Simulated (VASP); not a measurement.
# SiO2 in VASP: further runs

Aim: see how the results for SiO2 move with the level of theory and the settings. Levels: PBE, r2SCAN. Tasks: single point.

Program: VASP 6.6.1. These are calculated values, not measurements. Logs are shortened: lines on timing, memory, paths and dates and some standing lists are left out, and cuts for length are marked.

## 1. The cell of the first run

It takes space group I4/mmm (No. 139, tetragonal). The conventional cell has a = 3.202 Å, b = 3.202 Å, c = 4.704 Å, α = 90.00°, β = 90.00°, γ = 90.00°. Si (site symmetry 4/mmm) has 8 O at 1.99 Å within 2.6 Å. Within 2.6 Å of O (site symmetry -4m2) lie 4 Si at 1.99 Å and 6 O at 2.26 to 2.35 Å.

## 2. Single point, PBE (uniaxial x strain +3.9%)

File INCAR:

```
PREC = Accurate ; ENCUT = 520
EDIFF = 1E-6 ; ISMEAR = -1
SIGMA = 0.02 ; LREAL = F
LASPH = T ; NELM = 60
ALGO = Normal ; ISIF = 2
LWAVE = F ; LCHARG = T
GGA = PE ; LELF = T
LVHAR = T ; NBANDS = 15
```

File KPOINTS:

```
regular mesh
0
Gamma
  10 10 10
```

File POSCAR:

```
SiO2
1.0
    0.0000000000      2.2641691115      2.2641691115
    2.3522452899      0.0000000000      2.2641691115
    2.3522452899      2.2641691115      0.0000000000
Si O
1 2
Direct
    0.0000000000      0.0000000000      0.0000000000
    0.2500000000      0.2500000000      0.2500000000
    0.7500000000      0.7500000000      0.7500000000
```

Potentials or basis: VASP PAW PBE potentials, release 64 (Si, O).

The run is started by

```sh
$ cat potpaw_PBE.64/Si/POTCAR potpaw_PBE.64/O/POTCAR > POTCAR
$ mpirun -np 1 vasp_std > vasp.out
```

OUTCAR:

```text
PREC = Accurate
   ENCUT = 520
   EDIFF = 1E-6
   ISMEAR = -1
   LREAL = F
   LASPH = T
   NELM = 60
   ISIF = 2
   GGA = PE

 ion  position               nearest neighbor table
   1  0.000  0.000  0.000-   3 1.99   3 1.99   3 1.99   2 1.99   3 1.99   2 1.99   2 1.99   2 1.99

   2  0.250  0.250  0.250-   1 1.99   1 1.99   1 1.99   1 1.99
   3  0.750  0.750  0.750-   1 1.99   1 1.99   1 1.99   1 1.99

  LATTYP: Found a body centered tetragonal cell.
 ALAT       =     3.2020186650
 C/A-ratio  =     1.4692264699

  Lattice vectors:

 A1 = (   2.3522452899,   0.0000000000,   2.2641691115)
 A2 = (   2.3522452899,   0.0000000000,  -2.2641691115)
 A3 = (  -2.3522452899,   2.2641691115,   0.0000000000)

Analysis of symmetry for initial positions (statically):
=====================================================================
 Subroutine PRICEL returns:
 Original cell was already a primitive cell.

 Routine SETGRP: Setting up the symmetry group for a
 body centered tetragonal supercell.

 Subroutine GETGRP returns: Found 16 space group operations
 (whereof 16 operations were pure point group operations)
 out of a pool of 16 trial point group operations.

The static configuration has the point symmetry D_4h.

Analysis of symmetry for dynamics (positions and initial velocities):
=====================================================================
 Subroutine PRICEL returns:
 Original cell was already a primitive cell.

 Routine SETGRP: Setting up the symmetry group for a
 body centered tetragonal supercell.

 Subroutine GETGRP returns: Found 16 space group operations
 (whereof 16 operations were pure point group operations)
 out of a pool of 16 trial point group operations.

The dynamic configuration has the point symmetry D_4h.

 Subroutine INISYM returns: Found 16 space group operations
 (whereof 16 operations are pure point group operations),
 and found     1 'primitive' translations

----------------------------------------------------------------------------------------

                                     Primitive cell

  volume of cell :      24.1174

  direct lattice vectors                    reciprocal lattice vectors
     0.000000000  2.264169112  2.264169112    -0.212562866  0.220831561  0.220831561
     2.352245290  0.000000000  2.264169112     0.212562866 -0.220831561  0.220831561
     2.352245290  2.264169112  0.000000000     0.212562866  0.220831561 -0.220831561

  length of vectors
     3.202018665  3.264891984  3.264891984     0.377777883  0.377777883  0.377777883

  position of ions in fractional coordinates (direct lattice)
     0.000000000  0.000000000  0.000000000
     0.250000000  0.250000000  0.250000000
     0.750000000  0.750000000  0.750000000

  ion indices of the primitive-cell ions
   primitive index   ion index
                 1           1
                 2           2
                 3           3

----------------------------------------------------------------------------------------

 KPOINTS: regular mesh

Automatic generation of k-mesh.
 Grid dimensions read from file:
 generate k-points for:   10   10   10

 Generating k-lattice:

  Cartesian coordinates                     Fractional coordinates (reciprocal lattice)
    -0.021256287  0.022083156  0.022083156     0.100000000  0.000000000  0.000000000
     0.021256287 -0.022083156  0.022083156     0.000000000  0.100000000  0.000000000
     0.021256287  0.022083156 -0.022083156     0.000000000  0.000000000  0.100000000

  Length of vectors
     0.037777788  0.037777788  0.037777788

  Shift w.r.t. Gamma in fractional coordinates (k-lattice)
     0.000000000  0.000000000  0.000000000

 Subroutine IBZKPT returns following result:
 ===========================================

 Found    102 irreducible k-points:

 Following reciprocal coordinates:
            Coordinates               Weight
  0.000000  0.000000  0.000000      1.000000
  0.100000 -0.000000 -0.000000      8.000000
  0.200000 -0.000000 -0.000000      8.000000
  0.300000  0.000000  0.000000      8.000000
  0.400000 -0.000000 -0.000000      8.000000
  0.500000 -0.000000 -0.000000      4.000000
[... 16 lines left out ...]
  0.300000  0.300000  0.000000      4.000000
  0.400000  0.300000 -0.000000     16.000000
 [... further k-points ...]
   k-points           NKPTS =    102   k-points in BZ     NKDIM =    102   number of bands    NBANDS=     15
   number of dos      NEDOS =    301   number of ions     NIONS =      3
   total plane-waves  NPLWV =  13824
   dimension x,y,z NGX =    24 NGY =   24 NGZ =   24
   dimension x,y,z NGXF=    48 NGYF=   48 NGZF=   48
   ions per type =               1   2
   NGX,Y,Z   is equivalent  to a cutoff of  12.46, 12.22, 12.22 a.u.
   NGXF,Y,Z  is equivalent  to a cutoff of  24.92, 24.44, 24.44 a.u.
 SYSTEM =  unknown system
   PREC   = accura    normal or accurate (medium, high low for compatibility)
   ISTART =      0    job   : 0-new  1-cont  2-samecut
   ICHARG =      2    charge: 1-file 2-atom 10-const
   ISPIN  =      1    spin polarized calculation?
   LNONCOLLINEAR =      F non collinear calculations
   LSORBIT =      F    spin-orbit coupling
   LASPH  =      T    aspherical Exc in radial PAW
   ENCUT  =  520.0 eV  38.22 Ry    6.18 a.u.   5.95  6.07  6.07*2*pi/ulx,y,z
   NELM   =     60;   NELMIN=  2; NELMDL= -5     # of ELM steps
   EDIFF  = 0.1E-05   stopping-criterion for ELM
   LREAL  =      F    real-space projection
[... 7 lines left out ...]
   TEBEG  =    0.0;   TEEND  =   0.0 temperature during run
   PSTRESS=    0.0 pullay stress
   NELECT =      16.0000    total number of electrons
   NUPDOWN=      -1.0000    fix difference up-down
   EMIN   =  10.00;   EMAX   =-10.00  energy-range for DOS
   EFERMI =   0.00;   METHOD = LEGACY
   ISMEAR =    -1;   SIGMA  =   0.02  broadening in eV -4-tet -1-fermi 0-gaus
   EFERMI_NEDOS =   21; number of points for ismear=-14 and -15
   IALGO  =     38    algorithm
   IMIX   =      4    mixing-type and parameters
     AMIX     =   0.40;   BMIX     =  1.00
     AMIX_MAG =   1.60;   BMIX_MAG =  1.00
  volume/ion in A,a.u.               =       8.04        54.25
  Fermi-wavevector in a.u.,A,eV,Ry     =   1.427813  2.698176 27.737523  2.038650
  Thomas-Fermi vector in A             =   2.547942
   LORBIT       =      0    0 simple, 1 ext, 2 COOP (PROOUT), +10 PAW based schemes
   GGA     = PE    functional components
   LHFCALC =     F    Hartree Fock is set to
   AEXX    =    0.0000 exact exchange contribution
   IVDW    =     0    specifies the selected vdW correction
   LEPSILON=     F    determine dielectric tensor
   LRPA    =     F    only Hartree local field effects (RPA)
 non-spin polarized calculation
  energy-cutoff  :      520.00
  volume of cell :       24.12
 maximum number of plane-waves:       664
   NGX = 11   NGY = 13   NGZ = 13

 number of electron      16.0000008 magnetization

 Free energy of the ion-electron system (eV)
  ---------------------------------------------------
  ext. energy  EPLUGINS =         0.00000000
  ---------------------------------------------------
  free energy    TOTEN  =       -19.85685419 eV

  energy without entropy =      -19.85685419  energy(sigma->0) =      -19.85685419

 E-fermi :   9.7466     XC(G=0): -12.2232

 val. band max:        9.2493192903   @ k =   0.5000   0.5000   0.0000
 cond. band min:      10.7037454838   @ k =   0.0000   0.0000   0.0000
 fundamental gap:      1.4544261935
 Fermi energy:         9.7465619831

 k-point     1 :       0.0000    0.0000    0.0000
  band No.  band energies     occupation
      1     -13.4529      2.00000
      2      -6.9562      2.00000
      3       3.4491      2.00000
      4       3.4491      2.00000
      5       3.6544      2.00000
      6       6.2957      2.00000
      7       7.1796      2.00000
      8       7.1796      2.00000
      9      10.7037      0.00000
     10      14.8281      0.00000
     11      14.8281      0.00000
     12      15.1231      0.00000
     13      20.9964      0.00000
     14      21.9708      0.00000
     15      23.6990      0.00000

 k-point     2 :       0.1000   -0.0000   -0.0000
  band No.  band energies     occupation
      1     -13.3148      2.00000
      2      -7.1300      2.00000
      3       3.3631      2.00000
      4       3.4686      2.00000
      5       3.6068      2.00000
      6       5.9682      2.00000
      7       6.7729      2.00000
      8       6.9967      2.00000
      9      11.4426      0.00000
     10      14.9442      0.00000
     11      15.0748      0.00000
     12      15.3535      0.00000
     13      21.2866      0.00000
     14      22.2064      0.00000
     15      24.2177      0.00000

 k-point     3 :       0.2000   -0.0000   -0.0000
  band No.  band energies     occupation
      1     -12.9077      2.00000
      2      -7.6334      2.00000
      3       3.0279      2.00000
      4       3.5428      2.00000
      5       3.5759      2.00000
      6       5.2138      2.00000
      7       6.1648      2.00000
      8       6.5108      2.00000
      9      12.7602      0.00000
     10      15.4464      0.00000
     11      15.7946      0.00000
     12      16.0991      0.00000
     13      21.9802      0.00000
     14      22.7364      0.00000
     15      25.2696      0.00000

 k-point     4 :       0.3000    0.0000    0.0000
  band No.  band energies     occupation
      1     -12.2558      2.00000
      2      -8.4114      2.00000
      3       2.5387      2.00000
      4       3.6218      2.00000
      5       3.7051      2.00000
      6       4.5758      2.00000
      7       5.5485      2.00000
      8       5.8696      2.00000
      9      13.7915      0.00000
     10      16.5848      0.00000
     11      16.8889      0.00000
     12      17.2496      0.00000
     13      22.6583      0.00000
     14      23.1196      0.00000
     15      25.6649      0.00000
[... 307 lines left out ...]
 k-point    22 :      -0.2000    0.2000    0.0000
  band No.  band energies     occupation
      1     -12.0881      2.00000
      2      -8.4231      2.00000
      3       1.1207      2.00000
      4       3.3439      2.00000
      5       4.1709      2.00000
      6       4.3527      2.00000
      7       4.8692      2.00000
      8       8.0138      2.00000
      9      13.6514      0.00000
     10      16.4203      0.00000
     11      16.8666      0.00000
     12      18.3051      0.00000
     13      21.5651      0.00000
     14      23.2663      0.00000
     15      27.2593      0.00000

 k-point    23 :       0.3000    0.3000    0.0000
  band No.  band energies     occupation
      1     -11.9117      2.00000
      2      -8.2987      2.00000
      3       0.7711      2.00000
      4       1.7174      2.00000
      5       1.8773      2.00000
      6       7.0807      2.00000
      7       7.2248      2.00000
      8       8.0362      2.00000
      9      11.6180      0.00000
     10      14.8867      0.00000
     11      19.0118      0.00000
     12      19.2170      0.00000
     13      21.8952      0.00000
     14      23.7274      0.00000
     15      29.4734      0.00000

 k-point    24 :       0.4000    0.3000   -0.0000
  band No.  band energies     occupation
      1     -11.3947      2.00000
      2      -8.6624      2.00000
      3      -0.2576      2.00000
      4       1.5305      2.00000
      5       1.6539      2.00000
      6       7.1716      2.00000
      7       7.8274      2.00000
      8       7.9925      2.00000
      9      11.6534      0.00000
     10      15.7673      0.00000
     11      19.8818      0.00000
     12      20.0332      0.00000
     13      21.2642      0.00000
     14      24.4519      0.00000
     15      28.5586      0.00000

 [... further k-points ...]

------------------------ aborting loop because EDIFF is reached ----------------------------------------

  FORCE on cell =-STRESS in cart. coord.  units (eV):
  Direction    XX          YY          ZZ          XY          YZ          ZX
  --------------------------------------------------------------------------------------
  -------------------------------------------------------------------------------------
  Total       -3.8241327      1.8865851      1.8865851      0.0000000      0.0000000      0.0000000
  in kB     -254.0464973    125.3304686    125.3304686      0.0000000      0.0000000      0.0000000
  external PRESSURE =      -1.1285200 kB  Pullay stress =       0.0000000 kB

 VOLUME and BASIS-vectors are now :
 -----------------------------------------------------------------------------
  energy-cutoff  :      520.00
  volume of cell :       24.12
      direct lattice vectors                 reciprocal lattice vectors
     0.000000000  2.264169112  2.264169112    -0.212562866  0.220831561  0.220831561
     2.352245290  0.000000000  2.264169112     0.212562866 -0.220831561  0.220831561
     2.352245290  2.264169112  0.000000000     0.212562866  0.220831561 -0.220831561

 POSITION                                       TOTAL-FORCE (eV/Angst)
 -----------------------------------------------------------------------------------
      0.00000      0.00000      0.00000         0.000000     -0.000000     -0.000000
      1.17612      1.13208      1.13208         0.000000      0.000000      0.000000
      3.52837      3.39625      3.39625         0.000000      0.000000     -0.000000
 -----------------------------------------------------------------------------------
    total drift:                                0.000000      0.000000      0.000000

  FREE ENERGIE OF THE ION-ELECTRON SYSTEM (eV)
  ---------------------------------------------------
  free  energy   TOTEN  =       -19.8568541882 eV

  energy  without entropy=      -19.8568541882  energy(sigma->0) =      -19.85685419
```

Wall time 22 s (1 thread of Intel Xeon Platinum 8175M at 2.50GHz (Skylake/Cascade Lake), shared host); peak memory 0.15 GiB.

What came out:

```
Free energy            : -19.8569 eV
Pressure               : -0.1 GPa
Band gap on the k mesh : 1.45 eV (least direct gap 1.60 eV)
```

Stress tensor (GPa, compression positive):
```
-25.40   0.00   0.00
  0.00  12.53   0.00
  0.00   0.00  12.53
```

Caveat: the cell differs from its parent crystal (uniaxial x strain +3.9%).

## 3. Single point, r2SCAN (uniaxial x strain +3.9%)

POSCAR is that of step 2.

File INCAR.step1:

```
PREC     = Accurate       # precision mode
ENCUT    = 520            # plane-wave cutoff, eV
ISMEAR   = 0              # smearing method
SIGMA    = 0.01           # smearing width, eV
LREAL    = False          # projectors in reciprocal space
LASPH    = True           # aspherical terms in the spheres
NELM     = 60             # most SCF steps
NBANDS   = 15             # bands
GGA      = PE             # functional
ALGO     = Normal         # electronic algorithm
EDIFF    = 1E-4           # SCF threshold, eV
LWAVE    = True           # write WAVECAR
LCHARG   = False          # write CHGCAR
```

File INCAR.step2:

```
PREC     = Accurate       # precision mode
ENCUT    = 520            # plane-wave cutoff, eV
EDIFF    = 1E-6           # SCF threshold, eV
ISMEAR   = 0              # smearing method
SIGMA    = 0.01           # smearing width, eV
LREAL    = False          # projectors in reciprocal space
LASPH    = True           # aspherical terms in the spheres
NELM     = 60             # most SCF steps
ALGO     = Normal         # electronic algorithm
ISIF     = 2              # what is computed and relaxed
LWAVE    = False          # write WAVECAR
LCHARG   = False          # write CHGCAR
METAGGA  = R2SCAN         # meta-GGA
LMIXTAU  = True         
NBANDS   = 15             # bands
ISTART   = 1
```

File KPOINTS:

```
Automatic mesh
0
Gamma
  10 10 10
```

Potentials or basis: VASP PAW PBE potentials, release 64 (Si, O).

The run is started by

```sh
$ cat potpaw_PBE.64/Si/POTCAR potpaw_PBE.64/O/POTCAR > POTCAR
$ cp INCAR.step1 INCAR
$ mpirun -np 1 vasp_std > vasp.out
$ cp INCAR.step2 INCAR
$ mpirun -np 1 vasp_std > vasp.out
```

Run time: 83 s. Hardware: 1 thread of Intel Xeon Platinum 8175M at 2.50GHz (Skylake/Cascade Lake), shared host; peak memory 0.16 GiB.

The run converged. Its results:

- Free energy: -25.6772 eV
- Pressure: -9.8 GPa
- Band gap on the k mesh: 2.11 eV (least direct gap 2.19 eV)

Stress tensor (GPa, compression positive):
```
-36.25   0.00   0.00
  0.00   3.49   0.00
  0.00   0.00   3.49
```

Levels at points of the mesh, in eV from the valence-band top:
```tsv
k point	band 6	band 7	band 8	band 9	band 10	band 11
(0.00, 0.00, 0.00)	-3.06	-2.15	-2.15	2.11	6.30	6.30
(0.50, 0.00, 0.00)	-5.18	-4.68	-4.51	6.21	9.92	10.38
(0.50, 0.50, 0.00)	-1.63	-0.85	0.00	2.19	8.26	11.59
(0.00, 0.50, 0.50)	-1.03	-1.03	-0.51	2.89	8.87	11.42
```

Caveat: the cell differs from its parent crystal (uniaxial x strain +3.9%); the cell stands under tension; the PAW data sets were made with another functional, which shifts forces and pressure a little.

(Continued in part 2 of 2.)
